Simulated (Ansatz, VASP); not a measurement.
**One calculation of Mo, two programs**

INCAR

```
PREC = Accurate ; ENCUT = 520
EDIFF = 1E-6 ; ISMEAR = 0
SIGMA = 0.15 ; LREAL = False
LASPH = True ; NELM = 80
ALGO = Fast ; ISIF = 2
LWAVE = False ; LCHARG = False
GGA = PS ; NBANDS = 13
```

Contents of KPOINTS:

```
Automatic mesh
0
Gamma
  20 20 20
```

Contents of POSCAR:

```
Mo
1.0
    0.0000000000      2.1762000000      1.8538000000
    2.1762000000      0.0000000000      1.8538000000
    2.1762000000      2.1762000000      0.0000000000
Mo
1
Direct
    0.0000000000      0.0000000000      0.0000000000
```

Input for Ansatz:

```yaml
crystal:
  lattice:
    - [0.0, 2.1762, 1.8538]
    - [2.1762, 0.0, 1.8538]
    - [2.1762, 2.1762, 0.0]
  atoms:
    - { symbol: Mo, position: [0.0, 0.0, 0.0] }
basis:
  ecutwfc: 420
kpoints:
  mp_grid: { grid: [20, 20, 20] }
hamiltonian:
  xc: pbesol
scf:
  occupations: { method: gaussian, width: 0.15 }
output:
  forces: true
  stress: true
  eigenvalues: true
```

Change from the starting cell: strain +0.080 along x and y, -0.080 along z, atoms carried along.

Alike in both runs: task single point; functional PBEsol; k mesh 20 × 20 × 20; occupations gaussian, width 0.15 eV; no spin polarisation.

|  | VASP | Ansatz |
| --- | --- | --- |
| version | VASP 6.6.1 | Ansatz 0.2.0 |
| potentials or method | VASP PAW PBE potentials, release 64 (Mo_sv), cutoff 520 eV | scalar-relativistic, plane waves, PAW |
| valence electrons in the cell | 14 | 14 |

```tsv
	VASP	Ansatz	Ansatz less VASP
gap on the k mesh at the Fermi level (eV)	none	none	-
pressure (GPa)	-25.3	-25.6	-0.34
traceless stress, the component that is largest in VASP (GPa)	-15.22	-15.22	-0.003
```

VASP's potentials were made for PBE, not for PBEsol. A gap of «none» marks a metal or a gap that the smearing closes. With one functional, cell and mesh, what is left measures potentials, basis and numerics.
